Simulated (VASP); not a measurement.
**Sb: single point with PBE**

The system is Sb.

```
Sb
1.0
    -1.76077    1.81711    1.91437
     1.68468   -1.73576    1.75694
     1.77234    1.74733   -1.83301
Sb
1
Direct
  0.00000 0.00000 0.00000
```

```yaml
Program: VASP 6.6.1
Task: single point
Functional: PBE
Potentials_or_basis: VASP PAW PBE potentials, release 64 (Sb)
Cutoff: 520 eV
k_mesh: 7 × 8 × 8
Occupations: fermi-dirac, width 0.1 eV
Spin: no spin polarisation
```

```
Pressure : 17.3 GPa
```

Stress tensor (GPa, compression positive):
```
20.15 -1.46  0.15
-1.46 17.57 -1.68
 0.15 -1.68 14.21
```

Levels at points of the mesh, in eV from the Fermi level:
| k point | band 1 | band 2 | band 3 | band 4 | band 5 | band 6 | band 7 | band 8 |
| --- | --- | --- | --- | --- | --- | --- | --- | --- |
| (0.00, 0.00, 0.00) | -14.49 | 6.04 | 6.77 | 7.59 | 10.33 | 10.89 | 11.44 | 11.74 |
| (0.00, 0.50, 0.00) | -8.86 | -6.81 | 1.58 | 4.07 | 6.40 | 7.19 | 13.65 | 14.92 |
| (0.00, 0.00, 0.50) | -9.15 | -6.82 | 1.31 | 4.06 | 5.72 | 7.54 | 15.69 | 16.34 |
| (0.00, 0.50, 0.50) | -9.08 | -6.90 | 2.01 | 4.68 | 6.89 | 7.70 | 13.28 | 14.78 |

It took 43 s on 1 thread of Intel Xeon 8259CL, on a shared host, peak memory 0.16 GiB.

Caveat: spin-orbit coupling is left out, which moves the levels of the heavy elements.
